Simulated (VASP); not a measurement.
# H (P1) in VASP: single point with PBE

Aim: the single point of H with PBE.

Everything below comes from runs of VASP 6.6.1. Logs are shortened: lines on timing, memory, paths and dates and some standing lists are left out, and cuts for length are marked.

**1. The cell of the first run**

The typed cell holds 4 atoms: a = 3.191 Å, b = 3.191 Å, c = 6.314 Å, α = 90.00°, β = 90.00°, γ = 117.78°.

**2. Single point, PBE (one atom moved)**

The input, INCAR:

```
ALGO = Normal
EDIFF = 1E-7
ENCUT = 520
GGA = PE
ISIF = 2
ISMEAR = 0
LASPH = True
LCHARG = False
LREAL = False
LWAVE = False
NBANDS = 10
NELM = 60
PREC = Accurate
SIGMA = 0.02
```

The input, KPOINTS:

```
k-points
0
Gamma
  8 8 4
```

The input, POSCAR:

```
H
1.0
    1.6485318600     -2.7316882300      0.0000000000
    1.6485318600      2.7316882300      0.0000000000
    0.0000000000      0.0000000000      6.3137686200
H
4
Direct
    0.5195980013      0.3994329843      1.0080455128
    0.4321915000      0.5678085000      0.0004850500
    0.4321915000      0.5678085000      0.4995149500
    0.5678085000      0.4321915000      0.5004850500
```

Potentials or basis: VASP PAW PBE potentials, release 64 (H).

Launch:

```bash
$ cat potpaw_PBE.64/H/POTCAR > POTCAR
$ mpirun -np 1 vasp_std > vasp.out
```

OUTCAR:

```text
EDIFF = 1E-7
   ENCUT = 520
   GGA = PE
   ISIF = 2
   ISMEAR = 0
   LASPH = True
   LREAL = False
   NELM = 60
   PREC = Accurate

 ion  position               nearest neighbor table
   1  0.520  0.399  0.008-   2 0.71
   2  0.432  0.568  0.000-   1 0.71
   3  0.432  0.568  0.500-   4 0.74
   4  0.568  0.432  0.500-   3 0.74

  LATTYP: Found a base centered orthorhombic cell.
 ALAT       =     3.2970637200
 B/A-ratio  =     1.6570430310
 C/A-ratio  =     1.9149671211

  Lattice vectors:

 A1 = (   1.6485318600,  -2.7316882300,   0.0000000000)
 A2 = (   1.6485318600,   2.7316882300,   0.0000000000)
 A3 = (   0.0000000000,   0.0000000000,   6.3137686200)

Analysis of symmetry for initial positions (statically):
=====================================================================
 Subroutine PRICEL returns:
 Original cell was already a primitive cell.

 Routine SETGRP: Setting up the symmetry group for a
 base centered orthorhombic supercell.

 Subroutine GETGRP returns: Found  1 space group operations
 (whereof  1 operations were pure point group operations)
 out of a pool of  8 trial point group operations.

The static configuration has the point symmetry C_1 .

Analysis of symmetry for dynamics (positions and initial velocities):
=====================================================================
 Subroutine PRICEL returns:
 Original cell was already a primitive cell.

 Routine SETGRP: Setting up the symmetry group for a
 base centered orthorhombic supercell.

 Subroutine GETGRP returns: Found  1 space group operations
 (whereof  1 operations were pure point group operations)
 out of a pool of  8 trial point group operations.

The dynamic configuration has the point symmetry C_1 .

 Subroutine INISYM returns: Found  1 space group operations
 (whereof  1 operations are pure point group operations),
 and found     1 'primitive' translations

----------------------------------------------------------------------------------------

                                     Primitive cell

  volume of cell :      56.8653

  direct lattice vectors                    reciprocal lattice vectors
     1.648531860 -2.731688230  0.000000000     0.303300174 -0.183036993  0.000000000
     1.648531860  2.731688230  0.000000000     0.303300174  0.183036993  0.000000000
     0.000000000  0.000000000  6.313768620     0.000000000  0.000000000  0.158384011

  length of vectors
     3.190576418  3.190576418  6.313768620     0.354250669  0.354250669  0.158384011

  position of ions in fractional coordinates (direct lattice)
     0.519598001  0.399432984  0.008045513
     0.432191500  0.567808500  0.000485050
     0.432191500  0.567808500  0.499514950
     0.567808500  0.432191500  0.500485050

  ion indices of the primitive-cell ions
   primitive index   ion index
                 1           1
                 2           2
                 3           3
                 4           4

----------------------------------------------------------------------------------------

 KPOINTS: k-points

Automatic generation of k-mesh.
 Grid dimensions read from file:
 generate k-points for:    8    8    4

 Generating k-lattice:

  Cartesian coordinates                     Fractional coordinates (reciprocal lattice)
     0.037912522 -0.022879624  0.000000000     0.125000000  0.000000000  0.000000000
     0.037912522  0.022879624  0.000000000     0.000000000  0.125000000  0.000000000
     0.000000000  0.000000000  0.039596003     0.000000000  0.000000000  0.250000000

  Length of vectors
     0.044281334  0.044281334  0.039596003

  Shift w.r.t. Gamma in fractional coordinates (k-lattice)
     0.000000000  0.000000000  0.000000000

 Subroutine IBZKPT returns following result:
 ===========================================

 Found    132 irreducible k-points:

 Following reciprocal coordinates:
            Coordinates               Weight
  0.000000  0.000000  0.000000      1.000000
  0.125000  0.000000  0.000000      2.000000
  0.000000  0.125000  0.000000      2.000000
  0.250000  0.000000  0.000000      2.000000
  0.000000  0.250000  0.000000      2.000000
  0.375000  0.000000  0.000000      2.000000
[... 16 lines left out ...]
  0.375000  0.250000  0.000000      2.000000
  0.250000  0.375000  0.000000      2.000000
 [... further k-points ...]
   k-points           NKPTS =    132   k-points in BZ     NKDIM =    132   number of bands    NBANDS=     10
   number of dos      NEDOS =    301   number of ions     NIONS =      4
   total plane-waves  NPLWV =  27648
   dimension x,y,z NGX =    24 NGY =   24 NGZ =   48
   dimension x,y,z NGXF=    48 NGYF=   48 NGZF=   96
   ions per type =               4
   NGX,Y,Z   is equivalent  to a cutoff of  12.51, 12.51, 12.64 a.u.
   NGXF,Y,Z  is equivalent  to a cutoff of  25.01, 25.01, 25.28 a.u.
 SYSTEM =  unknown system
   PREC   = accura    normal or accurate (medium, high low for compatibility)
   ISTART =      0    job   : 0-new  1-cont  2-samecut
   ICHARG =      2    charge: 1-file 2-atom 10-const
   ISPIN  =      1    spin polarized calculation?
   LNONCOLLINEAR =      F non collinear calculations
   LSORBIT =      F    spin-orbit coupling
   LASPH  =      T    aspherical Exc in radial PAW
   ENCUT  =  520.0 eV  38.22 Ry    6.18 a.u.   5.93  5.93 11.74*2*pi/ulx,y,z
   NELM   =     60;   NELMIN=  2; NELMDL= -5     # of ELM steps
   EDIFF  = 0.1E-06   stopping-criterion for ELM
   LREAL  =      F    real-space projection
   EDIFFG = 0.1E-05   stopping-criterion for IOM
   NSW    =      0    number of steps for IOM
   IBRION =     -1    ionic relax: 0-MD 1-quasi-New 2-CG
   NFREE  =      0    steps in history (QN), initial steepest desc. (CG)
   ISIF   =      2    stress and relaxation
   ISYM   =      2    0-nonsym 1-usesym 2-fastsym
   POTIM  = 0.5000    time-step for ionic-motion
   TEBEG  =    0.0;   TEEND  =   0.0 temperature during run
   PSTRESS=    0.0 pullay stress
   NELECT =       4.0000    total number of electrons
   NUPDOWN=      -1.0000    fix difference up-down
   EMIN   =  10.00;   EMAX   =-10.00  energy-range for DOS
   EFERMI =   0.00;   METHOD = LEGACY
   ISMEAR =     0;   SIGMA  =   0.02  broadening in eV -4-tet -1-fermi 0-gaus
   EFERMI_NEDOS =   21; number of points for ismear=-14 and -15
   IALGO  =     38    algorithm
   IMIX   =      4    mixing-type and parameters
     AMIX     =   0.40;   BMIX     =  1.00
     AMIX_MAG =   1.60;   BMIX_MAG =  1.00
  volume/ion in A,a.u.               =      14.22        95.94
  Fermi-wavevector in a.u.,A,eV,Ry     =   0.675791  1.277060  6.213693  0.456694
  Thomas-Fermi vector in A             =   1.752912
   LORBIT       =      0    0 simple, 1 ext, 2 COOP (PROOUT), +10 PAW based schemes
   GGA     = PE    functional components
   LHFCALC =     F    Hartree Fock is set to
   AEXX    =    0.0000 exact exchange contribution
   IVDW    =     0    specifies the selected vdW correction
   LEPSILON=     F    determine dielectric tensor
   LRPA    =     F    only Hartree local field effects (RPA)
 non-spin polarized calculation
 Gauss-broadening in eV      SIGMA  =   0.02
  energy-cutoff  :      520.00
  volume of cell :       56.87
 maximum number of plane-waves:      1546
   NGX = 11   NGY = 11   NGZ = 23

 number of electron       3.9999998 magnetization

 Free energy of the ion-electron system (eV)
  ---------------------------------------------------
  ext. energy  EPLUGINS =         0.00000000
  ---------------------------------------------------
  free energy    TOTEN  =       -13.53567082 eV

  energy without entropy =      -13.53567082  energy(sigma->0) =      -13.53567082

 E-fermi :  -8.5536     XC(G=0):  -4.8105

 val. band max:       -8.6617103572   @ k =   0.3750   0.3750   0.0000
 cond. band min:      -0.1720647186   @ k =   0.5000   0.5000   0.0000
 fundamental gap:      8.4896456386
 Fermi energy:        -8.5535912079

 k-point     1 :       0.0000    0.0000    0.0000
  band No.  band energies     occupation
      1     -10.5184      2.00000
      2      -9.8268      2.00000
      3       0.7378      0.00000
      4       3.7120      0.00000
      5       8.2973      0.00000
      6       8.3199      0.00000
      7       9.2085      0.00000
      8      10.0354      0.00000
      9      12.8186      0.00000
     10      12.8230      0.00000

 k-point     2 :       0.1250    0.0000    0.0000
  band No.  band energies     occupation
      1     -10.3818      2.00000
      2      -9.7110      2.00000
      3       1.0248      0.00000
      4       3.3883      0.00000
      5       6.9570      0.00000
      6       7.9524      0.00000
      7       9.4072      0.00000
      8      10.2896      0.00000
      9      10.9753      0.00000
     10      13.0608      0.00000

 k-point     3 :       0.0000    0.1250    0.0000
  band No.  band energies     occupation
      1     -10.3771      2.00000
      2      -9.7073      2.00000
      3       1.0252      0.00000
      4       3.3267      0.00000
      5       6.7454      0.00000
      6       7.8308      0.00000
      7       9.7567      0.00000
      8      10.2931      0.00000
      9      11.2621      0.00000
     10      13.1761      0.00000
[... 248 lines left out ...]
 k-point    23 :       0.3750    0.2500    0.0000
  band No.  band energies     occupation
      1      -9.2327      2.00000
      2      -8.7576      2.00000
      3       1.4400      0.00000
      4       2.9775      0.00000
      5       3.4884      0.00000
      6       5.3315      0.00000
      7       5.5031      0.00000
      8       7.3620      0.00000
      9       9.3950      0.00000
     10      10.7293      0.00000

 k-point    24 :       0.2500    0.3750    0.0000
  band No.  band energies     occupation
      1      -9.2118      2.00000
      2      -8.7472      2.00000
      3       1.1831      0.00000
      4       3.0157      0.00000
      5       3.3825      0.00000
      6       5.3638      0.00000
      7       5.8150      0.00000
      8       7.3012      0.00000
      9       9.4283      0.00000
     10      10.7396      0.00000

 [... further k-points ...]

------------------------ aborting loop because EDIFF is reached ----------------------------------------

  FORCE on cell =-STRESS in cart. coord.  units (eV):
  Direction    XX          YY          ZZ          XY          YZ          ZX
  --------------------------------------------------------------------------------------
  -------------------------------------------------------------------------------------
  Total        0.0673787      1.2015485      0.0252320      0.1906703     -0.0693752     -0.0123984
  in kB        1.8983920     33.8535920      0.7109109      5.3721309     -1.9546447     -0.3493232
  external PRESSURE =      12.1542983 kB  Pullay stress =       0.0000000 kB

 VOLUME and BASIS-vectors are now :
 -----------------------------------------------------------------------------
  energy-cutoff  :      520.00
  volume of cell :       56.87
      direct lattice vectors                 reciprocal lattice vectors
     1.648531860 -2.731688230  0.000000000     0.303300174 -0.183036993  0.000000000
     1.648531860  2.731688230  0.000000000     0.303300174  0.183036993  0.000000000
     0.000000000  0.000000000  6.313768620     0.000000000  0.000000000  0.158384011

 POSITION                                       TOTAL-FORCE (eV/Angst)
 -----------------------------------------------------------------------------------
      1.51505     -0.32825      0.05080        -0.263631     -1.396597      0.096592
      1.64853      0.37046      0.00306         0.263212      1.396895     -0.100021
      1.64853      0.37046      3.15382        -0.000280      0.305096     -0.001717
      1.64853     -0.37046      3.15995         0.000699     -0.305394      0.005146
 -----------------------------------------------------------------------------------
    total drift:                                0.000032      0.000096     -0.000021

  FREE ENERGIE OF THE ION-ELECTRON SYSTEM (eV)
  ---------------------------------------------------
  free  energy   TOTEN  =       -13.5356708177 eV

  energy  without entropy=      -13.5356708177  energy(sigma->0) =      -13.53567082
```

Wall time 39 s (1 thread of Intel Xeon 6975P-C, shared host); peak memory 0.19 GiB.

Results:

```yaml
Free_energy: -13.5357 eV
Pressure: 1.2 GPa
Largest_force: 1.425 eV/Å
Band_gap_on_the_k_mesh: 8.49 eV
```

Forces in eV/Å, atoms in the order of the input:
```
H   -0.264 -1.397  0.097
H    0.263  1.397 -0.100
H    0.000  0.305 -0.002
H    0.001 -0.305  0.005
```

Stress tensor (GPa, compression positive):
```
 0.19  0.54 -0.03
 0.54  3.39 -0.20
-0.03 -0.20  0.07
```

Caveat: the cell differs from its parent crystal (one atom moved); forces of over 1 eV/Å act on the atoms, so gaps and moduli don't describe the material at rest.
